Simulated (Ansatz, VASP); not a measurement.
## Two plane-wave programs on Co

INCAR

```
SYSTEM = Co
PREC     = Accurate       ! precision mode
ENCUT    = 520            ! plane-wave cutoff, eV
EDIFF    = 1E-6           ! SCF threshold, eV
ISMEAR   = -1             ! smearing method
SIGMA    = 0.05           ! smearing width, eV
LREAL    = .FALSE.        ! projectors in reciprocal space
LASPH    = .TRUE.         ! aspherical terms in the spheres
NELM     = 150            ! most SCF steps
ALGO     = Normal         ! electronic algorithm
ISIF     = 2              ! what is computed and relaxed
LWAVE    = .FALSE.        ! write WAVECAR
LCHARG   = .FALSE.        ! write CHGCAR
ISPIN    = 2              ! spin polarisation
MAGMOM   = 1.703 1.703 1.72 1.72 ! initial moments
LORBIT   = 11             ! projections on sites
LMAXMIX  = 4              ! l up to which the mixer works
GGA      = B5             ! functional
ALDAX    = 1.0          
AGGAX    = 1.0          
AGGAC    = 1.0          
ALDAC    = 0.0          
NBANDS   = 30             ! bands
```

File KPOINTS:

```
regular mesh
0
G
  16 16 5
  0 0 0
```

Contents of POSCAR:

```
Co
1.0
    2.4993629816      0.0000000000      0.0000000000
   -1.2496814908      2.1645118353      0.0000000000
    0.0000000000      0.0000000000      8.0828717081
Co
4
Direct
    0.0000000000      0.0000000000      0.0000000000
    1.0000000000      1.0000000000      0.5000000000
    0.3333333333      0.6666666667      0.2500000000
    0.6666666667      0.3333333333      0.7500000000
```

Input for Ansatz:

```yaml
crystal:
  lattice:
    - [2.4993629816, 0.0, 0.0]
    - [-1.2496814908, 2.1645118353, 0.0]
    - [0.0, 0.0, 8.0828717081]
  atoms:
    - { symbol: Co, position: [0.0, 0.0, 0.0], spin: 1.703 }
    - { symbol: Co, position: [1.0, 1.0, 0.5], spin: 1.703 }
    - { symbol: Co, position: [0.3333333333, 0.6666666667, 0.25], spin: 1.72 }
    - { symbol: Co, position: [0.6666666667, 0.3333333333, 0.75], spin: 1.72 }
hamiltonian:
  xc: blyp
  pseudopotentials:
    kind: paw
    azcp:
      Co: "pseudopotentials/Co.paw.azcp"
basis:
  ecutwfc: 420
  fft_grid_basis: typed
kpoints:
  mp_grid: { grid: [16, 16, 5], shift: [0, 0, 0] }
magnetization:
  spin_polarized: true
scf:
  occupations: { method: fermi_dirac, width: 0.05 }
  lower_state_search: "off"
output:
  stress: true
```

Alike in both runs: task single point; functional BLYP; k mesh 16 × 16 × 5; occupations fermi-dirac, width 0.05 eV; collinear spin.

|  | VASP | Ansatz |
| --- | --- | --- |
| version | VASP 6.6.1 | Ansatz 0.2.0 |
| potentials or method | VASP PAW PBE potentials, release 64 (Co), cutoff 520 eV | plane waves (420 eV) with PAW, scalar-relativistic |
| valence electrons in the cell | 36 | 68 |

VASP gave:

- pressure (GPa): 7.6
- traceless stress, the component that is largest in VASP (GPa): 0.66
- net moment per atom (μB): 1.59
- size of the moment on the site where the two differ most (μB): 1.61

Task: What did Ansatz give for the same quantities?

Result: Pressure (GPa): 8.0; traceless stress, the component that is largest in VASP (GPa): 0.63; net moment per atom (μB): 1.60; size of the moment on the site where the two differ most (μB): 1.67.

VASP's potentials were made for PBE, not for BLYP. Site moments also hang on the region over which each program counts them. VASP's potentials hold 36 valence electrons a cell and Ansatz's 68, so a difference there can come from the potentials and not from the codes.
